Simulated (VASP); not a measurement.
# AlP in VASP: single point with PBEsol

Aim: the single point of AlP with PBEsol.

All numbers are computed with VASP 6.6.1; they aren't measurements. Logs are shortened: lines on timing, memory, paths and dates and some standing lists are left out, and cuts for length are marked.

### 1 The cell of the first run

The cell holds a slab with vacuum, 12 atoms: a = 7.736 Å, b = 3.868 Å, c = 22.106 Å, α = 90.00°, β = 90.00°, γ = 120.00°.

### 2 Single point, PBEsol

INCAR

```
SYSTEM = AlP
PREC = Accurate
ENCUT = 520
EDIFF = 1E-7
ISMEAR = 0
SIGMA = 0.05
LREAL = .FALSE.
LASPH = .TRUE.
NELM = 60
ALGO = Normal
ISIF = 2
LWAVE = .FALSE.
LCHARG = .TRUE.
LDIPOL = .TRUE.
IDIPOL = 3
DIPOL = 0.5 0.5 0.494
GGA = PS
LELF = .TRUE.
LVHAR = .TRUE.
LVACPOTAV = .TRUE.
NBANDS = 36
```

KPOINTS

```
Automatic mesh
0
G
  5 9 1
  0 0 0
```

POSCAR

```
AlP
1.0
    7.7362367707      0.0000000000      0.0000000000
   -1.9340591927      3.3498887866      0.0000000000
    0.0000000000      0.0000000000     22.1061872316
P Al
6 6
Direct
    0.5000000000      0.0000000000      0.3392715316
    0.0000000000      0.0000000000      0.3392715316
    0.6681724285      0.6647325048      0.4864086108
    0.1681934684      0.6652064352      0.4864310098
    0.8340575057      0.3327504876      0.6357133839
    0.3340608829      0.3331026063      0.6358399730
    0.1666666667      0.6666666667      0.3749889690
    0.6666666667      0.6666666667      0.3749889690
    0.3347836754      0.3318574576      0.5198784389
    0.8347340862      0.3313305004      0.5198370888
    0.5005757675     -0.0003732045      0.6075243245
    0.0007382815     -0.0005492237      0.6074460396
```

Potentials or basis: VASP PAW PBE potentials, release 64 (P, Al).

On the command line:

```bash
$ cat potpaw_PBE.64/P/POTCAR potpaw_PBE.64/Al/POTCAR > POTCAR
$ mpirun -np 1 vasp_std > vasp.out
```

OUTCAR:

```text
SYSTEM = AlP
   PREC = Accurate
   ENCUT = 520
   EDIFF = 1E-7
   ISMEAR = 0
   LREAL = .FALSE.
   LASPH = .TRUE.
   NELM = 60
   ISIF = 2
   GGA = PS

 ion  position               nearest neighbor table
   1  0.500  0.000  0.339-   7 2.37   8 2.37   8 2.37
   2  0.000  0.000  0.339-   8 2.37   7 2.37   7 2.37
   3  0.668  0.665  0.486-  10 2.35  10 2.35   9 2.35   8 2.46
   4  0.168  0.665  0.486-   9 2.35   9 2.35  10 2.35   7 2.46
   5  0.834  0.333  0.636-  12 2.32  12 2.32  11 2.32  10 2.56
   6  0.334  0.333  0.636-  11 2.32  11 2.32  12 2.32   9 2.56
   7  0.167  0.667  0.375-   1 2.37   2 2.37   2 2.37   4 2.46
   8  0.667  0.667  0.375-   2 2.37   1 2.37   1 2.37   3 2.46
   9  0.335  0.332  0.520-   4 2.35   4 2.35   3 2.35   6 2.56  11 2.95  12 2.96  11 2.96
  10  0.835  0.331  0.520-   3 2.35   3 2.35   4 2.35   5 2.56  12 2.95  12 2.96  11 2.96
  11  0.501  1.000  0.608-   6 2.32   6 2.32   5 2.32   9 2.95   9 2.96  10 2.96
  12  0.001  0.999  0.607-   5 2.32   5 2.32   6 2.32  10 2.95   9 2.96  10 2.96

  Warning from LATTYP: Monoclinic adjustment (A1->A3, A2->A1, A3->A2)!
  LATTYP: Found a simple orthorhombic cell.
 ALAT       =     3.8681183854
 B/A-ratio  =     1.7320508075
 C/A-ratio  =     5.7149717328

  Lattice vectors:

 A1 = (   1.9340591927,  -3.3498887866,   0.0000000000)
 A2 = (   5.8021775780,   3.3498887866,   0.0000000000)
 A3 = (   0.0000000000,   0.0000000000,  22.1061872316)

Analysis of symmetry for initial positions (statically):
=====================================================================
 Subroutine PRICEL returns:
 Original cell was already a primitive cell.

 Routine SETGRP: Setting up the symmetry group for a
 simple orthorhombic supercell.

 Subroutine GETGRP returns: Found  1 space group operations
 (whereof  1 operations were pure point group operations)
 out of a pool of  8 trial point group operations.

The static configuration has the point symmetry C_1 .

Analysis of symmetry for dynamics (positions and initial velocities):
=====================================================================
 Subroutine PRICEL returns:
 Original cell was already a primitive cell.

 Routine SETGRP: Setting up the symmetry group for a
 simple orthorhombic supercell.

 Subroutine GETGRP returns: Found  1 space group operations
 (whereof  1 operations were pure point group operations)
[... 157 lines left out ...]
   ISMEAR =     0;   SIGMA  =   0.05  broadening in eV -4-tet -1-fermi 0-gaus
   EFERMI_NEDOS =   21; number of points for ismear=-14 and -15
   IALGO  =     38    algorithm
   IMIX   =      4    mixing-type and parameters
     AMIX     =   0.40;   BMIX     =  1.00
     AMIX_MAG =   1.60;   BMIX_MAG =  1.00
  volume/ion in A,a.u.               =      47.74       322.17
  Fermi-wavevector in a.u.,A,eV,Ry     =   0.716359  1.353722  6.982100  0.513170
  Thomas-Fermi vector in A             =   1.804759
   LORBIT       =      0    0 simple, 1 ext, 2 COOP (PROOUT), +10 PAW based schemes
   GGA     = PS    functional components
   LHFCALC =     F    Hartree Fock is set to
   AEXX    =    0.0000 exact exchange contribution
   IVDW    =     0    specifies the selected vdW correction
   LEPSILON=     F    determine dielectric tensor
   LRPA    =     F    only Hartree local field effects (RPA)
 non-spin polarized calculation
 Gauss-broadening in eV      SIGMA  =   0.05
  energy-cutoff  :      520.00
  volume of cell :      572.89
 maximum number of plane-waves:     15469
 NGX is ok and might be reduce to    60
   NGX = 29   NGY = 15   NGZ = 83

 dipolmoment           0.000000      0.000000      0.077108 electrons x Angstroem

 number of electron      47.9999996 magnetization

 dipolmoment           0.000000      0.000000     -0.295059 electrons x Angstroem

 Free energy of the ion-electron system (eV)
  ---------------------------------------------------
  ext. energy  EPLUGINS =         0.00000000
  ---------------------------------------------------
  free energy    TOTEN  =       -61.12322185 eV

  energy without entropy =      -61.12029923  energy(sigma->0) =      -61.12176054

 E-fermi :  -0.9827     XC(G=0):  -4.4860

 val. band max:       -1.0071821997   @ k =   0.2000   0.4444   0.0000
 cond. band min:      -0.9021324582   @ k =   0.0000   0.1111   0.0000
 fundamental gap:      0.1050497415
 Fermi energy:        -0.9826813775

 k-point     1 :       0.0000    0.0000    0.0000
  band No.  band energies     occupation
      1     -13.6356      2.00000
      2     -12.3634      2.00000
      3     -12.0292      2.00000
      4     -11.3239      2.00000
      5     -10.8708      2.00000
      6      -9.5854      2.00000
[... 886 lines left out ...]
     35       3.3807      0.00000
     36       3.7352      0.00000

------------------------ aborting loop because EDIFF is reached ----------------------------------------

  FORCE on cell =-STRESS in cart. coord.  units (eV):
  Direction    XX          YY          ZZ          XY          YZ          ZX
  --------------------------------------------------------------------------------------
  -------------------------------------------------------------------------------------
  Total       -1.0099507     -0.6388335     -0.4980165      0.0832794     -0.0264670     -0.0035221
  in kB       -2.8244687     -1.7865873     -1.3927729      0.2329025     -0.0740188     -0.0098502
  external PRESSURE =      -2.0012763 kB  Pullay stress =       0.0000000 kB

 VOLUME and BASIS-vectors are now :
 -----------------------------------------------------------------------------
  energy-cutoff  :      520.00
  volume of cell :      572.89
      direct lattice vectors                 reciprocal lattice vectors
     7.736236771  0.000000000  0.000000000     0.129261814  0.074629343  0.000000000
    -1.934059193  3.349888787  0.000000000     0.000000000  0.298517373  0.000000000
     0.000000000  0.000000000 22.106187232     0.000000000  0.000000000  0.045236204

 POSITION                                       TOTAL-FORCE (eV/Angst)
 -----------------------------------------------------------------------------------
      3.86812      0.00000      7.50000         0.001178      0.016495      0.328803
      0.00000      0.00000      7.50000         0.001402      0.017356      0.330378
      3.88351      2.22678     10.75264        -0.000094      0.000141      0.000504
      0.01464      2.22837     10.75313         0.001177     -0.000678      0.001433
      5.80891      1.11468     14.05320         0.001389      0.001550      0.008460
      1.94013      1.11586     14.05600        -0.000236     -0.002208      0.003564
      0.00000      2.23326      8.28958        -0.001518     -0.015941     -0.334829
      3.86812      2.23326      8.28958        -0.003015     -0.017160     -0.334969
      1.94813      1.11169     11.49253         0.003419     -0.000746      0.005063
      5.81689      1.10992     11.49162         0.001253     -0.000820      0.005518
      1.93924      3.34864     13.43005        -0.000842      0.002934     -0.008109
     -1.92729      3.34805     13.42832        -0.004113     -0.000922     -0.005817
 -----------------------------------------------------------------------------------
    total drift:                                0.000237     -0.000078      0.000338

  FREE ENERGIE OF THE ION-ELECTRON SYSTEM (eV)
  ---------------------------------------------------
  free  energy   TOTEN  =       -61.1232218488 eV

  energy  without entropy=      -61.1202992337  energy(sigma->0) =      -61.12176054

 vacuum level on the upper side and lower side of the slab         3.437         5.497
```

It took 13 min on 1 thread of Intel Xeon 6975P-C (Granite Rapids), shared host; peak memory 0.84 GiB.

What came out:

```yaml
Free_energy: -61.1232 eV
Largest_force: 0.335 eV/Å
Band_gap_on_the_k_mesh: zero (band 24 reaches -0.74 eV, above the bottom of band 25 at -1.08 eV)
```

Forces in eV/Å, atoms in the order of the input:
```
P    0.001  0.016  0.329
P    0.001  0.017  0.330
P    0.000  0.000  0.001
P    0.001 -0.001  0.001
P    0.001  0.002  0.008
P    0.000 -0.002  0.004
Al  -0.002 -0.016 -0.335
Al  -0.003 -0.017 -0.335
Al   0.003 -0.001  0.005
Al   0.001 -0.001  0.006
Al  -0.001  0.003 -0.008
Al  -0.004 -0.001 -0.006
```

Caveat: the PAW data sets were made with another functional, which shifts forces and pressure a little.
